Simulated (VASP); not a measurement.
Crystal: Hf.

```
CELL_PARAMETERS angstrom
4.96233 0.00000 0.00000
-2.48116 4.29750 0.00000
0.00000 0.00000 3.08623
ATOMIC_POSITIONS crystal
Hf 0.00000 0.00000 0.00000
Hf 0.33333 0.66667 0.50000
Hf 0.66667 0.33333 0.50000
```

* Program: VASP 6.6.1
* Task: relaxation of cell and atoms
* Functional: PBEsol
* Potentials or basis: VASP PAW PBE potentials, release 64 (Hf_pv)
* Cutoff: 600 eV
* k mesh: 6 × 6 × 9
* Occupations: fermi-dirac, width 0.05 eV
* Spin: no spin polarisation

At the start: pressure -3.1 GPa; volume 21.94 Å³/atom.

Task: Where does the relaxation end?

Result: Over 5 steps the energy falls by 6.0 meV/atom and the volume is 21.33 Å³/atom (-2.8 %); space group P6/mmm (No. 191, to 0.05 Å).

Step by step:
| step | energy change (eV) | largest force (eV/Å) | pressure (GPa) | volume (Å³) |
| --- | --- | --- | --- | --- |
| 1 | 0.0000 | 0.0000 | -3.06 | 65.82 |
| 2 | 0.0081 | 0.0000 | 4.08 | 61.91 |
| 3 | -0.0178 | 0.0000 | 0.01 | 64.02 |
| 4 | -0.0178 | 0.0000 | 0.06 | 63.98 |
| 5 | -0.0179 | 0.0000 | 0.04 | 63.99 |

Final structure:
```yaml
crystal:
  lattice:
    - [4.90907, 0.00000, 0.00000]
    - [-2.45454, 4.25138, 0.00000]
    - [0.00000, 0.00000, 3.06590]
  atoms:
    - { symbol: Hf, position: [0.00000, 0.00000, 0.00000] }
    - { symbol: Hf, position: [0.33333, 0.66667, 0.50000] }
    - { symbol: Hf, position: [0.66667, 0.33333, 0.50000] }
```

Caveat: the PAW data sets were made with another functional, which shifts forces and pressure a little.
